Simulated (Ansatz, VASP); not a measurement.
**One calculation of TePb, two programs**

```xyz
4
Lattice="3.2848 3.2848 0.0000 -3.2848 3.2848 0.0000 0.0000 0.0000 6.5696" Properties=species:S:1:pos:R:3 pbc="T T T"
Te    0.0000    0.0000    0.0000
Te    0.0000    3.2848    3.2848
Pb    0.0000    3.2848    0.0000
Pb    0.0000    0.0000    3.2848
```

Alike in both runs: task single point; functional PBE; k mesh 6 × 6 × 4; occupations gaussian, width 0.02 eV; no spin polarisation.

|  | VASP | Ansatz |
| --- | --- | --- |
| version | VASP 6.6.1 | Ansatz 0.2.0 |
| potentials or method | VASP PAW PBE potentials, release 64 (Te, Pb_d), cutoff 520 eV | scalar-relativistic, plane waves, PAW |
| valence electrons in the cell | 40 | 60 |

```tsv
	VASP	Ansatz	Ansatz less VASP
gap on the k mesh at the Fermi level (eV)	0.83	0.83	-0.004
least direct gap on the mesh (eV)	0.83	0.83	-0.004
```

With one functional, cell and mesh, what is left measures potentials, basis and numerics. VASP's potentials hold 40 valence electrons a cell and Ansatz's 60, so a difference there can come from the potentials and not from the codes.

Neither program's run includes spin-orbit coupling.
